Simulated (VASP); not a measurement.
# MgO (I4/mmm) in VASP: settings compared

The runs below take MgO through single point, with PBE, r2SCAN.

Everything below comes from runs of VASP 6.6.1. Logs are shortened: lines on timing, memory, paths and dates and some standing lists are left out, and cuts for length are marked.

**1. The cell of the first run**

The structure is tetragonal, space group I4/mmm (No. 139). Conventional cell: a = 3.147 Å, b = 3.147 Å, c = 4.204 Å, α = 90.00°, β = 90.00°, γ = 90.00°. Mg (site symmetry 4/mmm) has 6 O at 2.10 to 2.23 Å within 2.8 Å. O (site symmetry 4/mmm) has 6 Mg at 2.10 to 2.23 Å within 2.8 Å.

**2. Single point, PBE (biaxial xy strain +5.8%)**

Contents of INCAR:

```
ALGO = Normal
EDIFF = 1E-6
ENCUT = 520
GGA = PE
ISIF = 2
ISMEAR = -1
LASPH = T
LCHARG = T
LELF = T
LREAL = F
LVHAR = T
LWAVE = F
NBANDS = 11
NELM = 80
PREC = Accurate
SIGMA = 0.02
```

Contents of KPOINTS:

```
k-points
0
Gamma
  10 10 10
```

Contents of POSCAR:

```
MgO
1.0
    0.0000000000      2.2251442107      2.1021674168
    2.2251442107      0.0000000000      2.1021674168
    2.2251442107      2.2251442107      0.0000000000
Mg O
1 1
Direct
    0.0000000000      0.0000000000      0.0000000000
    0.5000000000      0.5000000000      0.5000000000
```

Potentials or basis: VASP PAW PBE potentials, release 64 (Mg, O).

Command:

```
$ cat potpaw_PBE.64/Mg/POTCAR potpaw_PBE.64/O/POTCAR > POTCAR
$ mpirun -np 1 vasp_std > vasp.out
```

OUTCAR:

```text
EDIFF = 1E-6
   ENCUT = 520
   GGA = PE
   ISIF = 2
   ISMEAR = -1
   LASPH = T
   LREAL = F
   NELM = 80
   PREC = Accurate

 ion  position               nearest neighbor table
   1  0.000  0.000  0.000-   2 2.10   2 2.10   2 2.23   2 2.23   2 2.23   2 2.23
   2  0.500  0.500  0.500-   1 2.10   1 2.10   1 2.23   1 2.23   1 2.23   1 2.23

  LATTYP: Found a body centered tetragonal cell.
 ALAT       =     3.1468291210
 C/A-ratio  =     1.3360543811

  Lattice vectors:

 A1 = (   0.0000000000,  -2.2251442107,  -2.1021674168)
 A2 = (   0.0000000000,   2.2251442107,  -2.1021674168)
 A3 = (   2.2251442107,   0.0000000000,   2.1021674168)

Analysis of symmetry for initial positions (statically):
=====================================================================
 Subroutine PRICEL returns:
 Original cell was already a primitive cell.

 Routine SETGRP: Setting up the symmetry group for a
 body centered tetragonal supercell.

 Subroutine GETGRP returns: Found 16 space group operations
 (whereof 16 operations were pure point group operations)
 out of a pool of 16 trial point group operations.

The static configuration has the point symmetry D_4h.

Analysis of symmetry for dynamics (positions and initial velocities):
=====================================================================
 Subroutine PRICEL returns:
 Original cell was already a primitive cell.

 Routine SETGRP: Setting up the symmetry group for a
 body centered tetragonal supercell.

 Subroutine GETGRP returns: Found 16 space group operations
 (whereof 16 operations were pure point group operations)
 out of a pool of 16 trial point group operations.

The dynamic configuration has the point symmetry D_4h.

 Subroutine INISYM returns: Found 16 space group operations
 (whereof 16 operations are pure point group operations),
 and found     1 'primitive' translations

----------------------------------------------------------------------------------------

                                     Primitive cell

  volume of cell :      20.8168

  direct lattice vectors                    reciprocal lattice vectors
     0.000000000  2.225144211  2.102167417    -0.224704537  0.224704537  0.237849753
     2.225144211  0.000000000  2.102167417     0.224704537 -0.224704537  0.237849753
     2.225144211  2.225144211  0.000000000     0.224704537  0.224704537 -0.237849753

  length of vectors
     3.061106762  3.061106762  3.146829121     0.396934205  0.396934205  0.396934205

  position of ions in fractional coordinates (direct lattice)
     0.000000000  0.000000000  0.000000000
     0.500000000  0.500000000  0.500000000

  ion indices of the primitive-cell ions
   primitive index   ion index
                 1           1
                 2           2

----------------------------------------------------------------------------------------

 KPOINTS: k-points

Automatic generation of k-mesh.
 Grid dimensions read from file:
 generate k-points for:   10   10   10

 Generating k-lattice:

  Cartesian coordinates                     Fractional coordinates (reciprocal lattice)
    -0.022470454  0.022470454  0.023784975     0.100000000  0.000000000  0.000000000
     0.022470454 -0.022470454  0.023784975     0.000000000  0.100000000  0.000000000
     0.022470454  0.022470454 -0.023784975    -0.000000000 -0.000000000  0.100000000

  Length of vectors
     0.039693420  0.039693420  0.039693420

  Shift w.r.t. Gamma in fractional coordinates (k-lattice)
     0.000000000  0.000000000  0.000000000

 Subroutine IBZKPT returns following result:
 ===========================================

 Found    102 irreducible k-points:

 Following reciprocal coordinates:
            Coordinates               Weight
  0.000000  0.000000  0.000000      1.000000
  0.100000 -0.000000  0.000000      8.000000
  0.200000 -0.000000  0.000000      8.000000
  0.300000 -0.000000  0.000000      8.000000
  0.400000 -0.000000  0.000000      8.000000
  0.500000 -0.000000  0.000000      4.000000
[... 16 lines left out ...]
  0.300000  0.300000  0.000000      2.000000
  0.400000  0.300000  0.000000      8.000000
 [... further k-points ...]
   k-points           NKPTS =    102   k-points in BZ     NKDIM =    102   number of bands    NBANDS=     11
   number of dos      NEDOS =    301   number of ions     NIONS =      2
   total plane-waves  NPLWV =  13824
   dimension x,y,z NGX =    24 NGY =   24 NGZ =   24
   dimension x,y,z NGXF=    48 NGYF=   48 NGZF=   48
   ions per type =               1   1
   NGX,Y,Z   is equivalent  to a cutoff of  13.03, 13.03, 12.68 a.u.
   NGXF,Y,Z  is equivalent  to a cutoff of  26.07, 26.07, 25.36 a.u.
 SYSTEM =  unknown system
   PREC   = accura    normal or accurate (medium, high low for compatibility)
   ISTART =      0    job   : 0-new  1-cont  2-samecut
   ICHARG =      2    charge: 1-file 2-atom 10-const
   ISPIN  =      1    spin polarized calculation?
   LNONCOLLINEAR =      F non collinear calculations
   LSORBIT =      F    spin-orbit coupling
   LASPH  =      T    aspherical Exc in radial PAW
   ENCUT  =  520.0 eV  38.22 Ry    6.18 a.u.   5.69  5.69  5.85*2*pi/ulx,y,z
   NELM   =     80;   NELMIN=  2; NELMDL= -5     # of ELM steps
   EDIFF  = 0.1E-05   stopping-criterion for ELM
   LREAL  =      F    real-space projection
   EDIFFG = 0.1E-04   stopping-criterion for IOM
   NSW    =      0    number of steps for IOM
   IBRION =     -1    ionic relax: 0-MD 1-quasi-New 2-CG
   NFREE  =      0    steps in history (QN), initial steepest desc. (CG)
   ISIF   =      2    stress and relaxation
   ISYM   =      2    0-nonsym 1-usesym 2-fastsym
   POTIM  = 0.5000    time-step for ionic-motion
   TEBEG  =    0.0;   TEEND  =   0.0 temperature during run
   PSTRESS=    0.0 pullay stress
   NELECT =       8.0000    total number of electrons
   NUPDOWN=      -1.0000    fix difference up-down
   EMIN   =  10.00;   EMAX   =-10.00  energy-range for DOS
   EFERMI =   0.00;   METHOD = LEGACY
   ISMEAR =    -1;   SIGMA  =   0.02  broadening in eV -4-tet -1-fermi 0-gaus
   EFERMI_NEDOS =   21; number of points for ismear=-14 and -15
   IALGO  =     38    algorithm
   IMIX   =      4    mixing-type and parameters
     AMIX     =   0.40;   BMIX     =  1.00
     AMIX_MAG =   1.60;   BMIX_MAG =  1.00
  volume/ion in A,a.u.               =      10.41        70.24
  Fermi-wavevector in a.u.,A,eV,Ry     =   1.190237  2.249223 19.274901  1.416665
  Thomas-Fermi vector in A             =   2.326327
   LORBIT       =      0    0 simple, 1 ext, 2 COOP (PROOUT), +10 PAW based schemes
   GGA     = PE    functional components
[... 5 lines left out ...]
 non-spin polarized calculation
  energy-cutoff  :      520.00
  volume of cell :       20.82
 maximum number of plane-waves:       572
   NGX = 11   NGY = 11   NGZ = 11

 number of electron       7.9999995 magnetization

 Free energy of the ion-electron system (eV)
  ---------------------------------------------------
  ext. energy  EPLUGINS =         0.00000000
  ---------------------------------------------------
  free energy    TOTEN  =       -11.83813154 eV

  energy without entropy =      -11.83813154  energy(sigma->0) =      -11.83813154

 E-fermi :   2.8645     XC(G=0): -10.5727

 val. band max:        2.4635961106   @ k =   0.0000   0.0000   0.0000
 cond. band min:       6.1498055076   @ k =   0.0000   0.0000   0.0000
 fundamental gap:      3.6862093970
 Fermi energy:         2.8644665625

 k-point     1 :       0.0000    0.0000    0.0000
  band No.  band energies     occupation
      1     -14.3349      2.00000
      2       2.3096      2.00000
      3       2.4636      2.00000
      4       2.4636      2.00000
      5       6.1498      0.00000
      6      17.4558      0.00000
      7      17.4558      0.00000
      8      18.0013      0.00000
      9      21.2868      0.00000
     10      22.0432      0.00000
     11      23.8075      0.00000

 k-point     2 :       0.1000   -0.0000    0.0000
  band No.  band energies     occupation
      1     -14.2478      2.00000
      2       1.7679      2.00000
      3       2.3257      2.00000
      4       2.3972      2.00000
      5       6.7904      0.00000
      6      16.3963      0.00000
      7      17.6290      0.00000
      8      18.0340      0.00000
      9      21.2910      0.00000
     10      22.4514      0.00000
     11      22.9315      0.00000

 k-point     3 :       0.2000   -0.0000    0.0000
  band No.  band energies     occupation
      1     -14.0102      2.00000
      2       0.5602      2.00000
      3       2.2012      2.00000
      4       2.2292      2.00000
      5       7.9887      0.00000
      6      14.8515      0.00000
      7      17.8284      0.00000
      8      18.4840      0.00000
      9      20.8313      0.00000
     10      21.6942      0.00000
     11      23.1830      0.00000

 k-point     4 :       0.3000   -0.0000    0.0000
  band No.  band energies     occupation
      1     -13.6934      2.00000
      2      -0.6085      2.00000
      3       2.0322      2.00000
      4       2.0595      2.00000
      5       9.0078      0.00000
      6      13.9584      0.00000
      7      17.5738      0.00000
      8      18.6329      0.00000
      9      21.5427      0.00000
     10      21.7896      0.00000
     11      22.7177      0.00000

 k-point     5 :       0.4000   -0.0000    0.0000
  band No.  band energies     occupation
      1     -13.4147      2.00000
      2      -1.4434      2.00000
      3       1.8804      2.00000
      4       1.9494      2.00000
      5       9.5202      0.00000
      6      13.7586      0.00000
      7      17.2159      0.00000
      8      18.4303      0.00000
      9      21.8277      0.00000
     10      22.7438      0.00000
     11      23.2970      0.00000
[... 211 lines left out ...]
 k-point    21 :      -0.3000    0.2000    0.0000
  band No.  band energies     occupation
      1     -13.3673      2.00000
      2      -0.8082      2.00000
      3       0.8228      2.00000
      4       1.8188      2.00000
      5      10.7304      0.00000
      6      13.8208      0.00000
      7      15.4354      0.00000
      8      18.0369      0.00000
      9      21.4397      0.00000
     10      21.9868      0.00000
     11      26.3110      0.00000

 k-point    22 :      -0.2000    0.2000    0.0000
  band No.  band energies     occupation
      1     -13.6236      2.00000
      2      -0.2896      2.00000
      3       1.1817      2.00000
      4       2.0325      2.00000
      5       9.8407      0.00000
      6      14.0369      0.00000
      7      16.2701      0.00000
      8      18.4483      0.00000
      9      19.8477      0.00000
     10      22.5096      0.00000
     11      26.2034      0.00000

 k-point    23 :       0.3000    0.3000    0.0000
  band No.  band energies     occupation
      1     -13.4609      2.00000
      2      -0.4802      2.00000
      3       1.4996      2.00000
      4       1.4996      2.00000
      5      10.2234      0.00000
      6      12.3600      0.00000
      7      16.3659      0.00000
      8      18.6762      0.00000
      9      18.6762      0.00000
     10      24.8009      0.00000
     11      28.4172      0.00000

 k-point    24 :       0.4000    0.3000    0.0000
  band No.  band energies     occupation
      1     -13.2609      2.00000
      2      -0.8127      2.00000
      3       1.1948      2.00000
      4       1.3500      2.00000
      5      10.9567      0.00000
      6      11.9846      0.00000
      7      15.4574      0.00000
      8      18.7893      0.00000
      9      19.0620      0.00000
     10      25.5748      0.00000
     11      27.8771      0.00000

 [... further k-points ...]
[... 5 lines left out ...]
  --------------------------------------------------------------------------------------
  -------------------------------------------------------------------------------------
  Total       -1.5801056     -1.5801056     -0.6973259      0.0000000     -0.0000000      0.0000000
  in kB     -121.6138568   -121.6138568    -53.6701459      0.0000000     -0.0000000      0.0000000
  external PRESSURE =     -98.9659531 kB  Pullay stress =       0.0000000 kB

 VOLUME and BASIS-vectors are now :
 -----------------------------------------------------------------------------
  energy-cutoff  :      520.00
  volume of cell :       20.82
      direct lattice vectors                 reciprocal lattice vectors
     0.000000000  2.225144211  2.102167417    -0.224704537  0.224704537  0.237849753
     2.225144211  0.000000000  2.102167417     0.224704537 -0.224704537  0.237849753
     2.225144211  2.225144211  0.000000000     0.224704537  0.224704537 -0.237849753

 POSITION                                       TOTAL-FORCE (eV/Angst)
 -----------------------------------------------------------------------------------
      0.00000      0.00000      0.00000         0.000000     -0.000000      0.000000
      2.22514      2.22514      2.10217        -0.000000      0.000000     -0.000000
 -----------------------------------------------------------------------------------
    total drift:                               -0.000000     -0.000000      0.000000

  FREE ENERGIE OF THE ION-ELECTRON SYSTEM (eV)
  ---------------------------------------------------
  free  energy   TOTEN  =       -11.8381315426 eV

  energy  without entropy=      -11.8381315426  energy(sigma->0) =      -11.83813154
```

Run time: 14 s. Hardware: 1 thread of Intel Xeon 6975P-C, shared host; peak memory 0.15 GiB.

What came out:

```
Free energy            : -11.8381 eV
Pressure               : -9.9 GPa
Band gap on the k mesh : 3.69 eV, direct
```

Stress tensor (GPa, compression positive):
```
-12.16   0.00   0.00
  0.00 -12.16   0.00
  0.00   0.00  -5.37
```

Levels at points of the mesh, in eV from the valence-band top:
```
           k point  band 1  band 2  band 3  band 4  band 5  band 6  band 7  band 8  band 9
(0.00, 0.00, 0.00)  -16.80   -0.15    0.00    0.00    3.69   14.99   14.99   15.54   18.82
(0.50, 0.00, 0.00)  -15.77   -4.21   -0.64   -0.56    7.17   11.34   14.61   15.85   19.25
(0.50, 0.50, 0.00)  -15.47   -3.59   -1.39   -1.39    8.57    8.83   12.44   16.91   16.91
(0.50, 0.00, 0.50)  -15.59   -3.76   -1.35   -1.01    8.82    9.14   11.70   17.08   18.08
```

Caveat: the cell differs from its parent crystal (biaxial xy strain +5.8%).

**3. Single point, r2SCAN (biaxial xy strain +5.8%)**

POSCAR is that of step 2.

Contents of INCAR.step1:

```
SYSTEM = MgO
PREC = Accurate
ENCUT = 520
ISMEAR = 0
SIGMA = 0.01
LREAL = .FALSE.
LASPH = .TRUE.
NELM = 80
NBANDS = 11
GGA = PE
ALGO = Normal
EDIFF = 1E-4
LWAVE = .TRUE.
LCHARG = .FALSE.
```

Contents of INCAR.step2:

```
SYSTEM = MgO
PREC = Accurate
ENCUT = 520
EDIFF = 1E-6
ISMEAR = 0
SIGMA = 0.01
LREAL = .FALSE.
LASPH = .TRUE.
NELM = 80
ALGO = Normal
ISIF = 2
LWAVE = .FALSE.
LCHARG = .FALSE.
METAGGA = R2SCAN
LMIXTAU = .TRUE.
NBANDS = 11
ISTART = 1
```

Contents of KPOINTS:

```
regular mesh
0
G
  10 10 10
  0 0 0
```

Potentials or basis: VASP PAW PBE potentials, release 64 (Mg, O).

Command:

```
$ cat potpaw_PBE.64/Mg/POTCAR potpaw_PBE.64/O/POTCAR > POTCAR
$ cp INCAR.step1 INCAR
$ mpirun -np 1 vasp_std > vasp.out
$ cp INCAR.step2 INCAR
$ mpirun -np 1 vasp_std > vasp.out
```

It took 53 s on 1 thread of Intel Xeon 6975P-C, shared host; peak memory 0.16 GiB.

Results (log left out):

```
Free energy            : -16.0181 eV
Pressure               : -15.2 GPa
Band gap on the k mesh : 4.52 eV, direct
```

Stress tensor (GPa, compression positive):
```
-17.39   0.00   0.00
  0.00 -17.39   0.00
  0.00   0.00 -10.89
```

Levels at points of the mesh, in eV from the valence-band top:
| k point | band 1 | band 2 | band 3 | band 4 | band 5 | band 6 | band 7 | band 8 | band 9 |
| --- | --- | --- | --- | --- | --- | --- | --- | --- | --- |
| (0.00, 0.00, 0.00) | -17.74 | -0.16 | 0.00 | 0.00 | 4.52 | 16.00 | 16.00 | 16.55 | 20.03 |
| (0.50, 0.00, 0.00) | -16.74 | -4.20 | -0.66 | -0.57 | 8.04 | 12.48 | 15.67 | 16.95 | 20.65 |
| (0.50, 0.50, 0.00) | -16.45 | -3.61 | -1.42 | -1.42 | 9.44 | 9.88 | 13.58 | 18.24 | 18.24 |
| (0.50, 0.00, 0.50) | -16.57 | -3.77 | -1.38 | -1.03 | 9.87 | 10.04 | 12.82 | 18.39 | 19.42 |

Caveat: the cell differs from its parent crystal (biaxial xy strain +5.8%); the PAW data sets were made with another functional, which shifts forces and pressure a little.
